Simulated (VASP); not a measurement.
# KI (Cmmm) in VASP: a series of runs

KI is run at these levels: LDA; tasks: single point.

Everything below comes from runs of VASP 6.6.1. Logs are shortened: lines on timing, memory, paths and dates and some standing lists are left out, and cuts for length are marked.

### 1 The cell of the first run

It takes space group Cmmm (No. 65, orthorhombic). Conventional cell: a = 5.978 Å, b = 6.160 Å, c = 4.291 Å, α = 90.00°, β = 90.00°, γ = 90.00°. K (site symmetry mmm) has 8 I at 3.68 to 3.75 Å and 6 K at 4.29 Å within 4.8 Å. I (site symmetry mmm) has 8 K at 3.68 to 3.75 Å and 6 I at 4.29 Å within 4.8 Å.

### 2 Single point, LDA

INCAR reads:

```
  PREC = Accurate
  ENCUT = 520
  EDIFF = 1E-7
  ISMEAR = 0
  SIGMA = 0.05
  LREAL = False
  LASPH = True
  NELM = 60
  ALGO = Normal
  ISIF = 2
  LWAVE = False
  LCHARG = False
  GGA = CA
  NBANDS = 15
```

KPOINTS reads:

```
regular mesh
0
Gamma
  6 6 6
```

POSCAR reads:

```
KI
1.0
    4.2911970000     -0.0643679550      0.0000000000
   -0.0643679550      4.2911970000      0.0000000000
    0.0000000000      0.0000000000      4.2911970000
K I
1 1
Direct
    0.0000000000      0.0000000000      0.0000000000
    0.5000000000      0.5000000000      0.5000000000
```

Potentials or basis: VASP PAW LDA potentials, release 64 (K_sv, I).

Launch:

```sh
$ cat potpaw_LDA.64/K_sv/POTCAR potpaw_LDA.64/I/POTCAR > POTCAR
$ mpirun -np 1 vasp_std > vasp.out
```

OUTCAR:

```text
PREC = Accurate
   ENCUT = 520
   EDIFF = 1E-7
   ISMEAR = 0
   LREAL = False
   LASPH = True
   NELM = 60
   ISIF = 2
   GGA = CA

 ion  position               nearest neighbor table
   1  0.000  0.000  0.000-   2 3.68   2 3.68   2 3.68   2 3.68
   2  0.500  0.500  0.500-   1 3.68   1 3.68   1 3.68   1 3.68

  LATTYP: Found a base centered orthorhombic cell.
 ALAT       =     5.9776389613
 B/A-ratio  =     1.0304568528
 C/A-ratio  =     0.7178749048

  Lattice vectors:

 A1 = (   4.2911970000,  -0.0643679550,   0.0000000000)
 A2 = (  -0.0643679550,   4.2911970000,   0.0000000000)
 A3 = (   0.0000000000,   0.0000000000,   4.2911970000)

Analysis of symmetry for initial positions (statically):
=====================================================================
 Subroutine PRICEL returns:
 Original cell was already a primitive cell.

 Routine SETGRP: Setting up the symmetry group for a
 base centered orthorhombic supercell.

 Subroutine GETGRP returns: Found  8 space group operations
 (whereof  8 operations were pure point group operations)
 out of a pool of  8 trial point group operations.

The static configuration has the point symmetry D_2h.

Analysis of symmetry for dynamics (positions and initial velocities):
=====================================================================
 Subroutine PRICEL returns:
 Original cell was already a primitive cell.

 Routine SETGRP: Setting up the symmetry group for a
 base centered orthorhombic supercell.

 Subroutine GETGRP returns: Found  8 space group operations
 (whereof  8 operations were pure point group operations)
 out of a pool of  8 trial point group operations.

The dynamic configuration has the point symmetry D_2h.

 Subroutine INISYM returns: Found  8 space group operations
 (whereof  8 operations are pure point group operations),
 and found     1 'primitive' translations

----------------------------------------------------------------------------------------

                                     Primitive cell

  volume of cell :      79.0019

  direct lattice vectors                    reciprocal lattice vectors
     4.291197000 -0.064367955  0.000000000     0.233087656  0.003496315  0.000000000
    -0.064367955  4.291197000  0.000000000     0.003496315  0.233087656  0.000000000
     0.000000000  0.000000000  4.291197000     0.000000000  0.000000000  0.233035211

  length of vectors
[... 85 lines left out ...]
   NSW    =      0    number of steps for IOM
   IBRION =     -1    ionic relax: 0-MD 1-quasi-New 2-CG
   NFREE  =      0    steps in history (QN), initial steepest desc. (CG)
   ISIF   =      2    stress and relaxation
   ISYM   =      2    0-nonsym 1-usesym 2-fastsym
   POTIM  = 0.5000    time-step for ionic-motion
   TEBEG  =    0.0;   TEEND  =   0.0 temperature during run
   PSTRESS=    0.0 pullay stress
   NELECT =      16.0000    total number of electrons
   NUPDOWN=      -1.0000    fix difference up-down
   EMIN   =  10.00;   EMAX   =-10.00  energy-range for DOS
   EFERMI =   0.00;   METHOD = LEGACY
   ISMEAR =     0;   SIGMA  =   0.05  broadening in eV -4-tet -1-fermi 0-gaus
   EFERMI_NEDOS =   21; number of points for ismear=-14 and -15
   IALGO  =     38    algorithm
   IMIX   =      4    mixing-type and parameters
     AMIX     =   0.40;   BMIX     =  1.00
     AMIX_MAG =   1.60;   BMIX_MAG =  1.00
  volume/ion in A,a.u.               =      39.50       266.57
  Fermi-wavevector in a.u.,A,eV,Ry     =   0.961396  1.816775 12.575622  0.924282
  Thomas-Fermi vector in A             =   2.090764
   LORBIT       =      0    0 simple, 1 ext, 2 COOP (PROOUT), +10 PAW based schemes
   GGA     = CA    functional components
   LHFCALC =     F    Hartree Fock is set to
   AEXX    =    0.0000 exact exchange contribution
   IVDW    =     0    specifies the selected vdW correction
   LEPSILON=     F    determine dielectric tensor
   LRPA    =     F    only Hartree local field effects (RPA)
 non-spin polarized calculation
 Gauss-broadening in eV      SIGMA  =   0.05
  energy-cutoff  :      520.00
  volume of cell :       79.00
 maximum number of plane-waves:      2148
   NGX = 15   NGY = 15   NGZ = 15

 number of electron      16.0000003 magnetization

 Free energy of the ion-electron system (eV)
  ---------------------------------------------------
  ext. energy  EPLUGINS =         0.00000000
  ---------------------------------------------------
  free energy    TOTEN  =        -6.05040476 eV

  energy without entropy =       -6.05040476  energy(sigma->0) =       -6.05040476

 E-fermi :   0.9383     XC(G=0):  -8.1300

 val. band max:        0.6765134942   @ k =   0.5000   0.5000   0.0000
 cond. band min:       3.6757099882   @ k =   0.0000   0.0000   0.0000
 fundamental gap:      2.9991964940
 Fermi energy:         0.9382677981

 k-point     1 :       0.0000    0.0000    0.0000
  band No.  band energies     occupation
      1     -28.3145      2.00000
      2     -12.0026      2.00000
      3     -12.0020      2.00000
      4     -12.0018      2.00000
      5     -10.5502      2.00000
      6       0.2809      2.00000
      7       0.3067      2.00000
      8       0.3344      2.00000
      9       3.6757      0.00000
     10       5.2226      0.00000
     11       5.2282      0.00000
     12       8.8368      0.00000
     13       8.9062      0.00000
     14       9.0098      0.00000
[... 401 lines left out ...]
      2     -12.1070      2.00000
      3     -12.0629      2.00000
      4     -12.0066      2.00000
      5     -10.1760      2.00000
      6      -1.1912      2.00000
      7      -0.7506      2.00000
      8       0.0869      2.00000
      9       5.0980      0.00000
     10       6.7428      0.00000
     11       6.9787      0.00000
     12       7.3238      0.00000
     13       8.8872      0.00000
     14       9.1314      0.00000
     15      10.0840      0.00000

 [... further k-points ...]
[... 5 lines left out ...]
  --------------------------------------------------------------------------------------
  -------------------------------------------------------------------------------------
  Total       -0.8231718     -0.8231718     -0.8225187      0.0240182      0.0000000      0.0000000
  in kB      -16.6941160    -16.6941160    -16.6808704      0.4870946      0.0000000      0.0000000
  external PRESSURE =     -16.6897008 kB  Pullay stress =       0.0000000 kB

 VOLUME and BASIS-vectors are now :
 -----------------------------------------------------------------------------
  energy-cutoff  :      520.00
  volume of cell :       79.00
      direct lattice vectors                 reciprocal lattice vectors
     4.291197000 -0.064367955  0.000000000     0.233087656  0.003496315  0.000000000
    -0.064367955  4.291197000  0.000000000     0.003496315  0.233087656  0.000000000
     0.000000000  0.000000000  4.291197000     0.000000000  0.000000000  0.233035211

 POSITION                                       TOTAL-FORCE (eV/Angst)
 -----------------------------------------------------------------------------------
      0.00000      0.00000      0.00000         0.000000     -0.000000      0.000000
      2.11341      2.11341      2.14560        -0.000000      0.000000      0.000000
 -----------------------------------------------------------------------------------
    total drift:                                0.000000      0.000000     -0.000000

  FREE ENERGIE OF THE ION-ELECTRON SYSTEM (eV)
  ---------------------------------------------------
  free  energy   TOTEN  =        -6.0504047601 eV

  energy  without entropy=       -6.0504047601  energy(sigma->0) =       -6.05040476
```

stdout:

```text
POSCAR found type information on POSCAR K I
 POSCAR found :  2 types and       2 ions
 scaLAPACK will be used
 LDA part: xc-table for (Slater(with rela. corr.)+CA(PZ))
 , standard interpolation
 POSCAR, INCAR and KPOINTS ok, starting setup
 FFT: planning ... GRIDC
 FFT: planning ... GRID_SOFT
 FFT: planning ... GRID
 WAVECAR not read
 entering main loop
```

Run time: 21 s. Hardware: 1 thread of AMD EPYC 9R45 (Zen 5), shared host; peak memory 0.16 GiB.

What came out:

```yaml
Free_energy: -6.0504 eV
Pressure: -1.7 GPa
Band_gap_on_the_k_mesh: 3.00 eV, indirect (least direct gap 3.34 eV)
```

Levels at points of the mesh, in eV from the valence-band top:
| k point | band 5 | band 6 | band 7 | band 8 | band 9 | band 10 | band 11 | band 12 |
| --- | --- | --- | --- | --- | --- | --- | --- | --- |
| (0.00, 0.00, 0.00) | -11.23 | -0.40 | -0.37 | -0.34 | 3.00 | 4.55 | 4.55 | 8.16 |
| (0.50, 0.00, 0.00) | -10.90 | -2.36 | -0.30 | -0.30 | 5.21 | 5.93 | 6.77 | 6.93 |
| (0.50, 0.50, 0.00) | -10.88 | -1.78 | -1.71 | 0.00 | 3.66 | 5.49 | 6.62 | 6.64 |
| (0.00, 0.00, 0.50) | -10.90 | -2.36 | -0.35 | -0.25 | 5.22 | 5.92 | 6.76 | 6.94 |
| (0.50, 0.00, 0.50) | -10.88 | -1.75 | -1.75 | 0.00 | 3.66 | 5.48 | 6.63 | 6.64 |
| (0.50, 0.50, 0.50) | -10.70 | -1.71 | -1.70 | -1.68 | 5.30 | 5.41 | 5.52 | 8.56 |

Caveat: spin-orbit coupling is left out, which moves the levels of the heavy elements. A k mesh can miss the band edges.

### 3 Single point, LDA

INCAR reads:

```
SYSTEM = KI
  PREC = Accurate
  ENCUT = 520
  EDIFF = 1E-6
  ISMEAR = 0
  SIGMA = 0.05
  LREAL = .FALSE.
  LASPH = .TRUE.
  NELM = 100
  ALGO = Normal
  ISIF = 2
  LWAVE = .FALSE.
  LCHARG = .TRUE.
  GGA = CA
  LELF = .TRUE.
  LVHAR = .TRUE.
  NBANDS = 15
```

KPOINTS reads:

```
Automatic mesh
0
G
  6 6 6
  0 0 0
```

POSCAR reads:

```
KI
1.0
    4.2911970000      0.0643679550      0.0000000000
    0.0643679550      4.2911970000      0.0000000000
    0.0000000000      0.0000000000      4.2911970000
K I
1 1
Direct
    0.0000000000      0.0000000000      0.0000000000
    0.5000000000      0.5000000000      0.5000000000
```

Potentials or basis: VASP PAW LDA potentials, release 64 (K_sv, I).

Launch:

```sh
$ cat potpaw_LDA.64/K_sv/POTCAR potpaw_LDA.64/I/POTCAR > POTCAR
$ mpirun -np 1 vasp_std > vasp.out
```

Wall time 23 s (1 thread of AMD EPYC 9R45 (Zen 5), shared host); peak memory 0.16 GiB.

Results (log left out):

- Free energy: -6.0504 eV
- Pressure: -1.7 GPa
- Band gap on the k mesh: 3.00 eV, indirect (least direct gap 3.34 eV)

Levels at points of the mesh, in eV from the valence-band top:
```tsv
k point	band 5	band 6	band 7	band 8	band 9	band 10	band 11	band 12
(0.00, 0.00, 0.00)	-11.23	-0.40	-0.37	-0.34	3.00	4.55	4.55	8.16
(0.50, 0.00, 0.00)	-10.90	-2.36	-0.30	-0.30	5.21	5.93	6.77	6.93
(0.50, 0.50, 0.00)	-10.88	-1.78	-1.71	0.00	3.66	5.49	6.62	6.64
(0.00, 0.00, 0.50)	-10.90	-2.36	-0.35	-0.25	5.22	5.92	6.76	6.94
(0.50, 0.00, 0.50)	-10.88	-1.75	-1.75	0.00	3.66	5.48	6.63	6.64
(0.50, 0.50, 0.50)	-10.70	-1.71	-1.70	-1.68	5.30	5.41	5.52	8.56
```

Caveat: spin-orbit coupling is left out, which moves the levels of the heavy elements.
